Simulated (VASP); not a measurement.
Here is a VASP 6.6.1 calculation.

File INCAR:

```
PREC = Accurate
ENCUT = 520
EDIFF = 1E-6
ISMEAR = 0
SIGMA = 0.1
LREAL = F
LASPH = T
NELM = 80
ALGO = Normal
ISIF = 2
LWAVE = F
LCHARG = T
GGA = PE
LELF = T
LVHAR = T
NBANDS = 30
```

Contents of KPOINTS:

```
Automatic mesh
0
Gamma
  10 10 10
```

File POSCAR:

```
In3Se
1.0
    4.7904425522      0.0000000000      0.0000000000
    0.0000000000      4.7904425522      0.0000000000
    0.0000000000      0.0000000000      4.7904425522
In Se
3 1
Direct
    0.0000000000      0.5000000000      0.5000000000
    0.5000000000      0.0000000000      0.5000000000
    0.5000000000      0.5000000000      0.0000000000
    0.0000000000      0.0000000000      0.0000000000
```

Potentials or basis: VASP PAW PBE potentials, release 64 (In_d, Se).

Command:

```sh
$ cat potpaw_PBE.64/In_d/POTCAR potpaw_PBE.64/Se/POTCAR > POTCAR
$ mpirun -np 1 vasp_std > vasp.out
```

Problem. Estimate the pressure.

Solution. -0.1 GPa.
